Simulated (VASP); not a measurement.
Wanted: the native input for a VASP 6.6.1 run.

```
Task                   : single point
Functional             : PBEsol
Potentials or basis    : VASP PAW PBE potentials, release 64 (Ni_sv_GW, O_h)
Cutoff                 : 1340 eV
k mesh                 : 8 × 8 × 8
Occupations            : gaussian, width 0.05 eV
Spin                   : collinear spin, zero start
Starting moments       : [0.0, 0.0] μB
Fixed moment           : 0 μB
Hubbard terms          : Ni d U = 4.0 eV
Dipole correction      : no
Further INCAR settings : ALGO = Normal; EDIFF = 1e-06; NBANDS = 23
```

The structure of NiO lies in POSCAR:

```
NiO
1.0
    0.0000000000      2.0913095100      2.0913095100
    2.0913095100      0.0000000000      2.0913095100
    2.0913095100      2.0913095100      0.0000000000
Ni O
1 1
Direct
    0.0000000000      0.0000000000      0.0000000000
    0.5000000000      0.5000000000      0.5000000000
```

These files were run (other wordings do the same):

INCAR

```
ALGO = Normal
EDIFF = 1E-6
ENCUT = 1340
GGA = PS
GGA_COMPAT = False
ISIF = 2
ISMEAR = 0
ISPIN = 2
LASPH = True
LCHARG = False
LDAU = True
LDAUJ = 0 0
LDAUL = 2 -1
LDAUPRINT = 1
LDAUTYPE = 2
LDAUU = 4 0
LMAXMIX = 4
LORBIT = 11
LREAL = False
LWAVE = False
MAGMOM = 0 0
NBANDS = 23
NELM = 200
NUPDOWN = 0.0
PREC = Accurate
SIGMA = 0.05
```

KPOINTS

```
k-points
0
Gamma
  8 8 8
```

Potentials or basis: VASP PAW PBE potentials, release 64 (Ni_sv_GW, O_h).

Command:

```console
$ cat potpaw_PBE.64/Ni_sv_GW/POTCAR potpaw_PBE.64/O_h/POTCAR > POTCAR
$ mpirun -np 1 vasp_std > vasp.out
```

Results of the run:

```yaml
Pressure: -13.0 GPa
Net_moment: 0.00 μB per cell
Valence_electrons_inside_the_program's_atomic_spheres: Ni 16.24; O 3.30
```

Caveat: the cell stands under tension; the PAW data sets were made with another functional, which shifts forces and pressure a little; the total moment is fixed, so each spin has its own Fermi level.

It took 42 s on 1 thread of Intel(R) Xeon(R) 6975P-C (Granite Rapids) (shared host), peak memory 0.3 GiB.
